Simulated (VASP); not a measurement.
**Cu: single point with PBEsol**

Crystal: Cu.

```xyz
2
Lattice="0.0000 -1.8075 -1.8075 0.0000 1.8075 -1.8075 3.6150 0.0000 0.0000" Properties=species:S:1:pos:R:3 pbc="T T T"
Cu    1.8075    0.1326   -1.6749
Cu    0.0000   -0.1326   -0.1326
```

This cell differs from its parent crystal: atoms displaced along a vibrational mode.

| Item | Value |
| --- | --- |
| Program | VASP 6.6.1 |
| Task | single point |
| Functional | PBEsol |
| Potentials or basis | VASP PAW PBE potentials, release 64 (Cu) |
| Cutoff | 520 eV |
| k mesh | 18 × 18 × 14 |
| Occupations | gaussian, width 0.15 eV |
| Spin | no spin polarisation |
| Dipole correction | no |
| Further INCAR settings | ALGO = Fast; EDIFF = 1e-06; NBANDS = 18 |

```
Pressure               : -0.4 GPa
Largest force          : 1.103 eV/Å
Band gap on the k mesh : zero (bands 11 and 12 overlap by 7.25 eV)
```

Forces in eV/Å, atoms in the order of the input:
```
Cu   0.000 -0.780 -0.780
Cu   0.000  0.780  0.780
```

Stress tensor (GPa, compression positive):
```
 5.35  0.00  0.00
 0.00 -3.28 -3.27
 0.00 -3.27 -3.28
```

Levels at points of the mesh, in eV from the Fermi level:
| k point | band 9 | band 10 | band 11 | band 12 | band 13 | band 14 |
| --- | --- | --- | --- | --- | --- | --- |
| (0.00, 0.00, 0.00) | -1.83 | -1.78 | -1.40 | 1.46 | 7.09 | 13.02 |
| (0.50, 0.00, 0.00) | -2.46 | -1.67 | -0.81 | 0.14 | 8.20 | 9.70 |
| (0.00, 0.50, 0.00) | -2.06 | -2.06 | -0.35 | -0.35 | 9.71 | 9.71 |
| (0.50, 0.50, 0.00) | -1.53 | -1.53 | 1.78 | 1.78 | 6.69 | 6.69 |
| (0.00, 0.00, 0.50) | -2.01 | -2.01 | -1.82 | -1.82 | 16.30 | 16.30 |
| (0.50, 0.00, 0.50) | -1.71 | -1.71 | -0.55 | -0.55 | 3.47 | 3.47 |
| (0.00, 0.50, 0.50) | -1.65 | -1.65 | -1.03 | -1.03 | 3.76 | 3.76 |
| (0.50, 0.50, 0.50) | -1.53 | -1.53 | 5.43 | 5.43 | 5.89 | 5.89 |

It took 5.9 min on 1 thread of Intel Xeon 8259CL, with other jobs on the host, peak memory 0.37 GiB.

Caveat: the cell differs from its parent crystal (atoms displaced along a vibrational mode); the PAW data sets were made with another functional, which shifts forces and pressure a little.
